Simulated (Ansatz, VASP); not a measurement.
# BN in VASP and in Ansatz

```
B N
1.0
     2.50245    0.00000    0.00000
    -1.25123    2.16719    0.00000
     0.00000    0.00000    4.21030
B N
2 2
Direct
  0.33333 0.66667 0.00007
  0.66667 0.33333 0.50007
  0.33333 0.66667 0.37393
  0.66667 0.33333 0.87393
```

Change from the starting cell: strained cell.

Alike in both runs: functional PBEsol; k mesh 9 × 9 × 6; occupations gaussian, width 0.02 eV; no spin polarisation.

Ansatz relaxed the structure, and its values are those at the end. VASP's run is a single point on that final structure, the one shown.

|  | VASP | Ansatz |
| --- | --- | --- |
| version | VASP 6.6.1 | Ansatz 0.2.0 |
| potentials or method | VASP PAW PBE potentials, release 64 (B_h, N_h), cutoff 910 eV | scalar-relativistic, plane waves, PAW |
| valence electrons in the cell | 16 | 16 |

VASP gave:

```
gap on the k mesh at the Fermi level (eV) : 4.80
least direct gap on the mesh (eV)         : 8.18
```

**Question.** Which values does Ansatz return?

**Answer.** gap on the k mesh at the Fermi level (eV): 4.80; least direct gap on the mesh (eV): 8.17.

VASP's potentials were made for PBE, not for PBEsol, and Ansatz warns of the same on its side. Ansatz's warnings: stress scf threshold loose.

Noted on VASP's run: the cutoff is short for stress, so the pressure is rough.
